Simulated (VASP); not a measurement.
# TiSi16 (a cell with a defect) in VASP: notebook, part 2 of 2

VASP 6.6.1. The steps go on from the part before.

### Step 4. Single point, PBE

Input file INCAR:

```
PREC = Accurate
ENCUT = 520
EDIFF = 1E-6
ISMEAR = 0
SIGMA = 0.02
LREAL = Auto
LASPH = True
NELM = 60
ALGO = Normal
ISIF = 2
LWAVE = False
LCHARG = False
GGA = PE
NBANDS = 52
```

Input file KPOINTS:

```
Automatic mesh
0
Gamma
  2 2 2
```

Input file POSCAR:

```
TiSi16
1.0
    0.0000000000      5.4300000000      5.4300000000
    5.4300000000      0.0000000000      5.4300000000
    5.4300000000      5.4300000000      0.0000000000
Si Ti
16 1
Direct
   -0.0013500921      0.0050025783      0.0017841621
    0.1321250460      0.1216738490      0.1242616943
   -0.0010247698      0.0010398711      0.4981181400
    0.1224508287      0.1396968692      0.6207366483
   -0.0014675875      0.4943171271      0.0013086556
    0.1204453039      0.6222357274      0.1344563536
   -0.0030770718      0.5024511050      0.4964045120
    0.1216400552      0.6169531308      0.6202674954
    0.5027165746     -0.0024939227      0.0022600368
    0.6249365562      0.1241074586      0.1240652855
    0.5030592081      0.0055118785      0.4976483425
    0.6252682320      0.1215468692      0.6316724678
    0.5027803867      0.4974415285      0.0018820442
    0.6247775322      0.6268031308      0.1239438306
    0.5024280847      0.4939741252      0.4976698895
    0.6351883978      0.6228248619      0.6193023941
    0.2488622468      0.7511677716      0.7478769797
```

The run is started by

```bash
> cat potpaw_PBE.64/Si/POTCAR potpaw_PBE.64/Ti_sv/POTCAR > POTCAR
> mpirun -np 1 vasp_std > vasp.out
```

Run time: 5.9 min. Hardware: 1 thread of Intel Xeon Platinum 8488C (Sapphire Rapids), shared host; peak memory 0.49 GiB.

Results (log left out):

| Quantity | Value |
| --- | --- |
| Free energy | -92.2040 eV |
| Pressure | 4.0 GPa |
| Largest force | 0.019 eV/Å |
| Band gap on the k mesh | zero (bands 38 and 39 overlap by 0.40 eV) |

Forces on the atoms (eV/Å):
```
Si   0.004  0.000  0.001
Si  -0.003 -0.001  0.002
Si   0.006 -0.001  0.000
Si  -0.002  0.002 -0.008
Si   0.000 -0.004 -0.003
Si   0.001  0.001  0.003
Si   0.000  0.000  0.003
Si   0.004  0.010  0.005
Si  -0.004 -0.001  0.001
Si  -0.007  0.003  0.002
Si   0.005  0.002 -0.004
Si   0.005  0.004 -0.001
Si   0.002 -0.009  0.003
Si   0.001  0.003  0.004
Si   0.000  0.001 -0.004
Si   0.000  0.004 -0.006
Ti  -0.014 -0.013  0.001
```

Stress tensor (GPa, compression positive):
```
 3.97 -0.01  0.12
-0.01  4.12  0.01
 0.12  0.01  3.95
```

Levels at points of the mesh, in eV from the Fermi level:
```csv
k point,band 36,band 37,band 38,band 39,band 40,band 41
"(0.00, 0.00, 0.00)",-0.97,-0.42,-0.39,-0.36,-0.11,-0.06
"(0.50, 0.00, 0.00)",-1.35,-0.28,0.00,0.07,0.45,0.47
"(0.00, 0.50, 0.00)",-1.35,-0.25,0.04,0.07,0.45,0.45
"(0.00, 0.00, 0.50)",-1.35,-0.28,0.00,0.07,0.45,0.47
"(0.50, 0.50, 0.50)",-1.34,-0.25,0.04,0.07,0.45,0.45
"(0.50, 0.50, 0.00)",-1.86,-0.69,-0.03,0.57,0.58,1.12
"(0.00, 0.50, 0.50)",-1.86,-0.69,-0.02,0.57,0.59,1.12
"(0.50, 0.00, 0.50)",-1.88,-0.70,-0.02,0.57,0.62,1.11
```

Caveat: the k points lie up to 0.50 Å⁻¹ apart.

### Step 5. Single point, PBE

Input file INCAR:

```
SYSTEM = TiSi16
PREC = Accurate
ENCUT = 520
EDIFF = 1E-6
ISMEAR = 0
SIGMA = 0.02
LREAL = Auto
LASPH = .TRUE.
NELM = 60
ALGO = Normal
ISIF = 2
LWAVE = .FALSE.
LCHARG = .TRUE.
GGA = PE
LELF = .TRUE.
LVHAR = .TRUE.
NBANDS = 52
```

Input file KPOINTS:

```
Automatic mesh
0
G
  2 2 2
  0 0 0
```

Input file POSCAR:

```
TiSi16
1.0
    0.0000000000      5.4300000000      5.4300000000
    5.4300000000      0.0000000000      5.4300000000
    5.4300000000      5.4300000000      0.0000000000
Si Ti
16 1
Direct
    0.0012261510     -0.0015922652      0.0001163904
    0.1237081031      0.1267206262      0.1227128913
   -0.0092081031      0.0023211786      0.5053104972
    0.1232998158      0.1314244936      0.6264379374
    0.0014523941      0.5002680479      0.0004011971
    0.1232849908      0.6277932781      0.1216772560
    0.0009081952      0.5038245856      0.4922538674
    0.1234018416      0.6192769797      0.6266552486
    0.5063070902      0.0018358195     -0.0100623389
    0.6275908840      0.1306347145      0.1226511050
    0.5038481584      0.0083325046      0.5036466851
    0.6290109576      0.1216798343      0.6279822284
    0.4939331492      0.5032764273     -0.0000141805
    0.6277311234      0.6192906077      0.1227716390
    0.5042895948      0.4845912523      0.5036573665
    0.6271662063      0.6237328729      0.6260715470
    0.3771352670      0.8733444751      0.3766052486
```

Potentials or basis: VASP PAW PBE potentials, release 64 (Si, Ti_sv).

The run is started by

```bash
> cat potpaw_PBE.64/Si/POTCAR potpaw_PBE.64/Ti_sv/POTCAR > POTCAR
> mpirun -np 1 vasp_std > vasp.out
```

OUTCAR:

```text
SYSTEM = TiSi16
   PREC = Accurate
   ENCUT = 520
   EDIFF = 1E-6
   ISMEAR = 0
   LREAL = Auto
   LASPH = .TRUE.
   NELM = 60
   ISIF = 2
   GGA = PE

 ion  position               nearest neighbor table
   1  0.001  0.998  0.000-   6 2.32   2 2.34  10 2.34   4 2.34
   2  0.124  0.127  0.123-   1 2.34   5 2.34   9 2.40   3 2.40  17 2.75
   3  0.991  0.002  0.505-  12 2.27   2 2.40   4 2.40   8 2.40  17 2.42
   4  0.123  0.131  0.626-   7 2.34   1 2.34  11 2.39   3 2.40  17 2.76
   5  0.001  0.500  0.000-   6 2.32   2 2.34  14 2.34   8 2.34
   6  0.123  0.628  0.122-   7 2.32   1 2.32  13 2.32   5 2.32
   7  0.001  0.504  0.492-   6 2.32   8 2.34   4 2.34  16 2.34
[... 647 lines left out ...]
  Total        7.8767153      8.2762151      7.9213941     -0.0130630      0.0293289      0.2526222
  in kB       39.4117978     41.4107284     39.6353521     -0.0653618      0.1467498      1.2640161
  external PRESSURE =      40.1526261 kB  Pullay stress =       0.0000000 kB

 VOLUME and BASIS-vectors are now :
 -----------------------------------------------------------------------------
  energy-cutoff  :      520.00
  volume of cell :      320.21
      direct lattice vectors                 reciprocal lattice vectors
     0.000000000  5.430000000  5.430000000    -0.092081031  0.092081031  0.092081031
     5.430000000  0.000000000  5.430000000     0.092081031 -0.092081031  0.092081031
     5.430000000  5.430000000  0.000000000     0.092081031  0.092081031 -0.092081031

 POSITION                                       TOTAL-FORCE (eV/Angst)
 -----------------------------------------------------------------------------------
      5.42199      0.00729      5.42801        -0.004506      0.004816     -0.003942
      1.35442      1.33807      1.35983         0.006716     -0.002219      0.009975
      2.75644      8.12384      5.39260        -0.011406     -0.003085     -0.000210
      4.11519      4.07108      1.38315         0.006424     -0.002142      0.006302
      2.71863      0.01007      2.72434         0.000339      0.000348     -0.000233
      4.06963      1.33015      4.07836        -0.000914      0.006474     -0.001967
[... 9 lines left out ...]
      6.78644      6.80508      6.79238        -0.000254      0.005537      0.001465
      6.78723      4.09281      6.79010        -0.006871     -0.003642      0.005402
 -----------------------------------------------------------------------------------
    total drift:                               -0.000670     -0.010950      0.002250

  FREE ENERGIE OF THE ION-ELECTRON SYSTEM (eV)
  ---------------------------------------------------
  free  energy   TOTEN  =       -92.2043798693 eV

  energy  without entropy=      -92.2006285983  energy(sigma->0) =      -92.20250423
```

stdout:

```text
POSCAR found type information on POSCAR SiTi
 POSCAR found :  2 types and      17 ions
 scaLAPACK will be used
 LDA part: xc-table for (Slater+PW92), standard interpolation
 POSCAR, INCAR and KPOINTS ok, starting setup
 FFT: planning ... GRIDC
 FFT: planning ... GRID_SOFT
 FFT: planning ... GRID
 WAVECAR not read
 entering main loop
```

Run time: 6.8 min. Hardware: 1 thread of Intel Xeon Platinum 8488C (Sapphire Rapids), shared host; peak memory 0.49 GiB.

Results:

- Free energy: -92.2044 eV
- Pressure: 4.0 GPa
- Largest force: 0.017 eV/Å
- Band gap on the k mesh: zero (bands 38 and 39 overlap by 0.41 eV)

Forces on the atoms (eV/Å):
```
Si  -0.005  0.005 -0.004
Si   0.007 -0.002  0.010
Si  -0.011 -0.003  0.000
Si   0.006 -0.002  0.006
Si   0.000  0.000  0.000
Si  -0.001  0.006 -0.002
Si   0.000 -0.002 -0.004
Si  -0.005  0.004  0.005
Si   0.013 -0.009 -0.006
Si   0.008  0.000 -0.001
Si  -0.012 -0.001 -0.004
Si   0.002  0.006  0.000
Si   0.000 -0.002 -0.001
Si  -0.004  0.006 -0.005
Si   0.009 -0.007  0.000
Si   0.000  0.006  0.001
Ti  -0.007 -0.004  0.005
```

Levels at points of the mesh, in eV from the Fermi level:
```
           k point  band 36  band 37  band 38  band 39  band 40  band 41
(0.00, 0.00, 0.00)    -0.97    -0.42    -0.39    -0.36    -0.12    -0.05
(0.50, 0.00, 0.00)    -1.35    -0.27     0.00     0.07     0.45     0.48
(0.00, 0.50, 0.00)    -1.34    -0.25     0.04     0.07     0.45     0.46
(0.00, 0.00, 0.50)    -1.35    -0.27     0.00     0.07     0.45     0.47
(0.50, 0.50, 0.50)    -1.34    -0.25     0.05     0.07     0.45     0.46
(0.50, 0.50, 0.00)    -1.86    -0.68    -0.02     0.57     0.59     1.12
(0.00, 0.50, 0.50)    -1.86    -0.68    -0.03     0.57     0.58     1.12
(0.50, 0.00, 0.50)    -1.88    -0.70    -0.02     0.57     0.62     1.11
```

Caveat: the k points lie up to 0.50 Å⁻¹ apart.
